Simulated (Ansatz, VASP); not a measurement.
## One calculation of C, two programs

```
CELL_PARAMETERS angstrom
3.24499 0.00000 0.00000
-1.62249 2.81024 0.00000
0.00000 0.00000 3.37250
ATOMIC_POSITIONS crystal
C 0.50000 0.00000 0.21174
C 0.00000 0.50000 0.21174
C 0.50000 0.50000 0.21174
C 0.00000 0.00000 0.71174
```

Alike in both runs: functional PBE; k mesh 6 × 6 × 6; occupations gaussian, width 0.1 eV; no spin polarisation.

Ansatz relaxed the structure, and its values are those at the end. VASP's run is a single point on that final structure, the one shown.

|  | VASP | Ansatz |
| --- | --- | --- |
| version | VASP 6.6.1 | Ansatz 0.2.0 |
| potentials or method | VASP PAW PBE potentials, release 64 (C), cutoff 520 eV | scalar-relativistic, plane waves, PAW |
| valence electrons in the cell | 16 | 16 |

|  | VASP | Ansatz | Ansatz less VASP |
| --- | --- | --- | --- |
| gap on the k mesh at the Fermi level (eV) | none | none | - |
| pressure (GPa) | 0.1 | 0.1 | -0.02 |

A gap of «none» marks a metal or a gap that the smearing closes. The functional is the same, so the differences come from potentials, cutoffs and numerics.

The k mesh is coarse, so the values compare programs but aren't converged.
